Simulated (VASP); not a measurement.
Te: single point with PBE

Te:

```
Te
1.0
     4.45400    0.00000    0.00000
    -2.22700    3.85728    0.00000
     0.00000    0.00000    5.92400
Te
3
Direct
  0.73100 0.73100 0.00000
  0.00000 0.26900 0.66667
  0.26900 0.00000 0.33333
```

```
Program                : VASP 6.6.1
Task                   : single point
Functional             : PBE
Potentials or basis    : VASP PAW PBE potentials, release 64 (Te)
Cutoff                 : 520 eV
k mesh                 : 7 × 7 × 5
Occupations            : gaussian, width 0.012 eV
Spin                   : no spin polarisation
Dipole correction      : no
Further INCAR settings : ALGO = Normal; EDIFF = 1e-06; NBANDS = 16
```

The pressure is 1.5 GPa and the largest force is 0.160 eV/Å. The band gap on the k mesh is 0.63 eV, indirect (least direct gap 0.78 eV).

Forces in eV/Å, atoms in the order of the input:
```
Te  -0.080 -0.139  0.000
Te  -0.080  0.139  0.000
Te   0.160  0.000  0.000
```

Stress tensor (GPa, compression positive):
```
1.31 0.00 0.00
0.00 1.31 0.00
0.00 0.00 1.74
```

Levels at points of the mesh, in eV from the valence-band top:
```tsv
k point	band 6	band 7	band 8	band 9	band 10	band 11	band 12	band 13
(0.00, 0.00, 0.00)	-2.59	-1.52	-1.52	-0.69	1.17	1.17	1.77	5.12
```

Wall time 32 s on 1 thread of Intel(R) Xeon(R) 6975P-C (Granite Rapids), with other jobs on the host, peak memory 0.23 GiB.

Caveat: spin-orbit coupling is left out, which moves the levels of the heavy elements. A k mesh can miss the band edges.
